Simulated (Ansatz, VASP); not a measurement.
# One calculation of Pd, two programs

The input INCAR:

```
ALGO = Normal ; EDIFF = 1E-7
ENCUT = 520 ; GGA = PS
ISIF = 2 ; ISMEAR = -1
LASPH = True ; LCHARG = True
LELF = True ; LREAL = False
LVHAR = True ; LWAVE = False
NBANDS = 11 ; NELM = 100
PREC = Accurate ; SIGMA = 0.05
```

Contents of KPOINTS:

```
k-points
0
Gamma
  18 18 18
```

File POSCAR:

```
Pd
1.0
    0.0000000000      1.9449000000      1.9060020000
    1.9449000000      0.0000000000      1.9060020000
    1.9449000000      1.9449000000      0.0000000000
Pd
1
Direct
    0.0000000000      0.0000000000      0.0000000000
```

Input for Ansatz:

```yaml
crystal:
  lattice:
    - [0.0, 1.9449, 1.906002]
    - [1.9449, 0.0, 1.906002]
    - [1.9449, 1.9449, 0.0]
  atoms:
    - { symbol: Pd, position: [0.0, 0.0, 0.0] }
kpoints:
  mp_grid: { grid: [18, 18, 18] }
  band_path:
    path:
      - [0.0, 0.0, 0.0]
      - [0.0, 0.5, 0.5]
      - [0.25, 0.75, 0.5]
      - [0.0, 0.5, 0.0]
      - [0.0, 0.0, 0.0]
      - [0.5, 0.5, 0.0]
      - [0.3801541025, 0.6198458975, 0.0]
      - [-0.3801541025, 0.3801541025, 0.0]
      - [0.0, 0.0, 0.0]
    npoints: 5
scf:
  occupations: { method: fermi_dirac, width: 0.05 }
hamiltonian:
  xc: pbesol
  pseudopotentials: { kind: all_electron, lapw: { basis_error: 0.00025 } }
output:
  forces: true
  stress: true
  eigenvalues: true
```

Change from the starting cell: zz strain of -2 %.

Alike in both runs: task single point; functional PBEsol; k mesh 18 × 18 × 18; occupations fermi-dirac, width 0.05 eV; no spin polarisation.

|  | VASP | Ansatz |
| --- | --- | --- |
| version | VASP 6.6.1 | Ansatz 0.2.0 |
| potentials or method | VASP PAW PBE potentials, release 64 (Pd), cutoff 520 eV | all-electron LAPW, scalar-relativistic |

```tsv
	VASP	Ansatz	Ansatz less VASP
pressure (GPa)	1.6	1.9	+0.31
traceless stress, the component that is largest in VASP (GPa)	0.82	0.83	+0.008
```

VASP's potentials were made for PBE, not for PBEsol. Ansatz ran all-electron here, and VASP with PAW potentials.
